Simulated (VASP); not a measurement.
A run of VASP 6.6.1:

The input INCAR:

```
SYSTEM = Ta2N
PREC = Accurate
ENCUT = 520
EDIFF = 1E-6
ISMEAR = 0
SIGMA = 0.15
LREAL = .FALSE.
LASPH = .TRUE.
NELM = 80
ALGO = Normal
ISIF = 2
LWAVE = .FALSE.
LCHARG = .FALSE.
GGA = PS
NBANDS = 20
```

File KPOINTS:

```
Automatic mesh
0
G
  18 18 10
  0 0 0
```

POSCAR

```
Ta2N
1.0
    3.0786153869      0.0000000000      0.0000000000
   -1.5393076935      2.6661591336      0.0000000000
    0.0000000000      0.0000000000      4.8232571780
Ta N
2 1
Direct
    0.6291595281      0.2583190562      0.7462554481
    0.3708404719      0.7416809438      0.2537445519
    0.0000000000      0.0000000000      0.0000000000
```

Potentials or basis: VASP PAW PBE potentials, release 64 (Ta_pv, N).

Run with:

```bash
$ cat potpaw_PBE.64/Ta_pv/POTCAR potpaw_PBE.64/N/POTCAR > POTCAR
$ mpirun -np 1 vasp_std > vasp.out
```

Hardware: 1 thread of Intel(R) Xeon(R) Platinum 8259CL CPU @ 2.50GHz (Skylake/Cascade Lake) (shared host).

Estimate the wall time of this run.

Wall time 5.6 min on 1 thread of Intel(R) Xeon(R) Platinum 8259CL CPU @ 2.50GHz (Skylake/Cascade Lake), with other jobs on the host, peak memory 0.66 GiB. Counts: scf iterations 13, k points 866.
